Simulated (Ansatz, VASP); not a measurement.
# GaN: VASP beside Ansatz

```xyz
4
Lattice="3.2184 0.0000 0.0000 -1.6092 2.7872 0.0000 0.0000 0.0000 5.2431" Properties=species:S:1:pos:R:3 pbc="T T T"
Ga    0.0000    1.8581    0.0007
Ga    1.6092    0.9291    2.6223
N     0.0000    1.8581    1.9759
N     1.6092    0.9291    4.5975
```

Alike in both runs: functional PBE; k mesh 9 × 9 × 6; no spin polarisation.

Ansatz relaxed the structure, and its values are those at the end. VASP's run is a single point on that final structure, the one shown.

```csv
,VASP,Ansatz
version,VASP 6.6.1,Ansatz 0.2.0
potentials or method,"VASP PAW PBE potentials, release 64 (Ga_d, N)","scalar-relativistic, plane waves, PAW"
plane-wave cutoff (eV),520,420
occupations,"gaussian, width 0.01 eV",fixed
valence electrons in the cell,36,36
```

```csv
,VASP,Ansatz,Ansatz less VASP
gap on the k mesh at the Fermi level (eV),1.72,1.71,-0.006
least direct gap on the mesh (eV),1.72,1.71,-0.006
pressure (GPa),0.1,0.0,-0.13
```
